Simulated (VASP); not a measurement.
Crystal: In.

```
CELL_PARAMETERS angstrom
4.62965 0.00000 0.00000
0.00000 7.67515 0.00000
0.00000 0.00000 3.45201
ATOMIC_POSITIONS crystal
In 0.02050 0.25000 0.63480
In 0.97950 0.75000 0.36520
In 0.47950 0.75000 0.13480
In 0.52050 0.25000 0.86520
```

```yaml
Program: VASP 6.6.1
Task: relaxation of cell and atoms
Functional: PBE
Potentials_or_basis: VASP PAW PBE potentials, release 64 (In_d)
Cutoff: 600 eV
k_mesh: 4 × 2 × 6
Occupations: gaussian, width 0.1 eV
Spin: no spin polarisation
```

At the start: pressure 12.6 GPa; volume 30.67 Å³/atom.

How do energy, volume and symmetry change on relaxing?

Over 33 steps the energy falls by 887.4 meV/atom and the volume is 28.41 Å³/atom (-7.4 %); space group Cmcm (No. 63, to 0.05 Å).

The path:
| step | energy change (eV) | largest force (eV/Å) | pressure (GPa) | volume (Å³) |
| --- | --- | --- | --- | --- |
| 1 | 0.0000 | 2.1232 | 12.58 | 122.66 |
| 2 | -2.2701 | 0.0466 | -4.09 | 165.18 |
| 3 | -2.3980 | 0.2960 | -2.11 | 147.39 |
| 4 | -2.5998 | 0.3080 | -2.03 | 138.77 |
| 5 | -3.0133 | 0.2913 | -0.37 | 122.92 |
| 6 | -2.8484 | 0.0627 | 11.05 | 93.89 |
| 7 | -3.2292 | 0.2335 | 1.02 | 113.43 |
| 8 | -3.2332 | 0.1586 | 4.47 | 103.92 |
| 9 | -3.2710 | 0.1981 | 2.62 | 108.47 |
| 10 | -3.3296 | 0.1411 | 3.14 | 106.44 |
| 11 | -3.3409 | 0.1083 | 3.35 | 105.14 |
| 12 | -3.3905 | 0.1002 | 2.43 | 107.38 |
| 13 | -3.4619 | 0.0835 | 0.09 | 114.25 |
| 14 | -3.4628 | 0.0813 | -0.20 | 115.19 |
| 15 | -3.4654 | 0.0810 | -0.14 | 115.01 |
| 16 | -3.4677 | 0.0821 | -0.02 | 114.63 |
| 17 | -3.4692 | 0.0867 | 0.01 | 114.52 |
| 18 | -3.4723 | 0.0999 | 0.09 | 114.21 |
| 19 | -3.4723 | 0.1270 | 0.28 | 113.57 |
| 20 | -3.4733 | 0.1126 | 0.16 | 113.90 |
| 21 | -3.4743 | 0.1126 | 0.15 | 113.91 |
| 22 | -3.4773 | 0.1129 | 0.14 | 113.91 |
| 23 | -3.4832 | 0.1135 | 0.11 | 113.92 |
| 24 | -3.4944 | 0.1111 | 0.06 | 113.94 |
| 25 | -3.5123 | 0.0975 | -0.04 | 113.97 |
| 26 | -3.5139 | 0.0282 | -0.13 | 114.01 |
| 27 | -3.5203 | 0.0725 | -0.10 | 113.99 |
| 28 | -3.5246 | 0.0662 | -0.09 | 113.97 |
| 29 | -3.5355 | 0.0480 | -0.11 | 113.89 |
| 30 | -3.5478 | 0.0185 | -0.06 | 113.74 |
| 31 | -3.5494 | 0.0200 | -0.04 | 113.66 |
| 32 | -3.5494 | 0.0208 | -0.04 | 113.66 |
| 33 | -3.5497 | 0.0204 | -0.02 | 113.63 |

Final structure:
```
In
1.0
     5.63587    0.00000    0.00000
     0.00000    6.12068    0.00000
     0.00000    0.00000    3.29395
In
4
Direct
  0.02884 0.25000 0.49665
  0.97116 0.75000 0.50335
  0.47116 0.75000 0.99665
  0.52884 0.25000 0.00335
```

Caveat: the k points lie up to 0.51 Å⁻¹ apart in the final cell.
